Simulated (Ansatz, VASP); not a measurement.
Two plane-wave programs on LaTlO2

File POSCAR:

```
LaTlO2
1.0
   -2.5675375917      2.5675375917      5.9349579018
    2.5675375917     -2.5675375917      5.9349579018
    2.5675375917      2.5675375917     -5.9349579018
Tl O La
2 4 2
Direct
    0.7500000000      0.2500000000      0.5000000000
    0.0000000000      0.0000000000      0.0000000000
    0.4526508192     -0.0473491808      0.5000000000
    0.7026508192      0.7026508192      0.0000000000
    0.0473491808      0.5473491808      0.5000000000
    0.2973491808      0.2973491808      0.0000000000
    0.2500000000      0.7500000000      0.5000000000
    0.5000000000      0.5000000000      0.0000000000
```

INCAR.step1

```
PREC = Accurate
ENCUT = 520
ISMEAR = 0
SIGMA = 0.01
LREAL = F
LASPH = T
NELM = 100
NBANDS = 46
GGA = PE
ALGO = Normal
EDIFF = 1E-4
LWAVE = T
LCHARG = F
```

File INCAR.step2:

```
PREC = Accurate
ENCUT = 520
EDIFF = 1E-7
ISMEAR = 0
SIGMA = 0.01
LREAL = F
LASPH = T
NELM = 100
ALGO = Normal
ISIF = 2
LWAVE = F
LCHARG = F
METAGGA = R2SCAN
LMIXTAU = T
NBANDS = 46
ISTART = 1
```

File KPOINTS:

```
Automatic mesh
0
Gamma
  6 6 6
```

Input for Ansatz:

```yaml
crystal:
  lattice:
    - [-2.5675375917, 2.5675375917, 5.9349579018]
    - [2.5675375917, -2.5675375917, 5.9349579018]
    - [2.5675375917, 2.5675375917, -5.9349579018]
  atoms:
    - { symbol: Tl, position: [0.75, 0.25, 0.5] }
    - { symbol: O, position: [0.4526508192, -0.0473491808, 0.5] }
    - { symbol: Tl, position: [0.0, 0.0, 0.0] }
    - { symbol: O, position: [0.7026508192, 0.7026508192, 0.0] }
    - { symbol: La, position: [0.25, 0.75, 0.5] }
    - { symbol: O, position: [0.0473491808, 0.5473491808, 0.5] }
    - { symbol: La, position: [0.5, 0.5, 0.0] }
    - { symbol: O, position: [0.2973491808, 0.2973491808, 0.0] }
kpoints:
  mp_grid: { grid: [6, 6, 6] }
hamiltonian:
  xc: r2scan
scf:
  occupations: { method: fixed }
  n_extra_bands: 6
output:
  forces: true
  stress: true
  eigenvalues: true
```

Alike in both runs: task single point; functional r2SCAN; k mesh 6 × 6 × 6; no spin polarisation.

|  | VASP | Ansatz |
| --- | --- | --- |
| version | VASP 6.6.1 | Ansatz 0.2.0 |
| potentials or method | VASP PAW PBE potentials, release 64 (Tl_d, O, La) | plane waves, PAW |
| plane-wave cutoff (eV) | 520 | 500 |
| occupations | gaussian, width 0.01 eV | fixed |
| valence electrons in the cell | 72 | 72 |

```csv
,VASP,Ansatz,Ansatz less VASP
gap on the k mesh at the Fermi level (eV),1.21,1.20,-0.008
pressure (GPa),-2.8,-2.6,+0.18
rms of the force components (eV/Å),0.047,0.042,-0.0050
```

VASP's potentials were made for PBE, not for r2SCAN.

Spin-orbit coupling is off throughout.
